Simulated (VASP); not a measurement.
Wanted: the native input for a VASP 6.6.1 run.

```yaml
Task: single point
Functional: PBEsol
Dispersion: D4
Potentials_or_basis: VASP PAW PBE potentials, release 64 (Mg, Sb)
Cutoff: 520 eV
k_mesh: 4 × 4 × 4
Occupations: fermi-dirac, width 0.1 eV
Spin: no spin polarisation
Dipole_correction: no
Further_INCAR_settings: ALGO = Normal; EDIFF = 1e-07; NBANDS = 21
```

The structure of MgSb2 lies in POSCAR:

```
MgSb2
1.0
    4.6581443184     -2.9163519743      0.0000000000
    4.6581443184      2.9163519743      0.0000000000
    0.0000000000      0.0000000000      5.5598315370
Mg Sb
2 4
Direct
    0.3158830000      0.6841170000      0.7500000000
    0.6841170000      0.3158830000      0.2500000000
    0.6345660000      0.0337820000      0.7500000000
    0.9662180000      0.3654340000      0.7500000000
    0.0337820000      0.6345660000      0.2500000000
    0.3654340000      0.9662180000      0.2500000000
```

These files were run (other wordings do the same):

INCAR

```
SYSTEM = MgSb2
PREC = Accurate
ENCUT = 520
EDIFF = 1E-7
ISMEAR = -1
SIGMA = 0.1
LREAL = .False.
LASPH = .True.
NELM = 100
ALGO = Normal
ISIF = 2
LWAVE = .False.
LCHARG = .False.
GGA = PS
IVDW = 13
NBANDS = 21
```

KPOINTS

```
Automatic mesh
0
Gamma
  4 4 4
  0 0 0
```

Potentials or basis: VASP PAW PBE potentials, release 64 (Mg, Sb).

Command:

```bash
$ cat potpaw_PBE.64/Mg/POTCAR potpaw_PBE.64/Sb/POTCAR > POTCAR
$ mpirun -np 1 vasp_std > vasp.out
```

Results of the run:

| Quantity | Value |
| --- | --- |
| Pressure | -2.5 GPa |
| Largest force | 0.308 eV/Å |
| Band gap on the k mesh | zero (bands 12 and 13 overlap by 2.17 eV) |
| Dispersion energy per atom | -0.242 eV |

Caveat: the PAW data sets were made with another functional, which shifts forces and pressure a little; spin-orbit coupling is left out, which moves the levels of the heavy elements.

Run time: 78 s on 1 thread of Intel(R) Xeon(R) Platinum 8488C (Sapphire Rapids), on a shared host, peak memory 0.27 GiB.
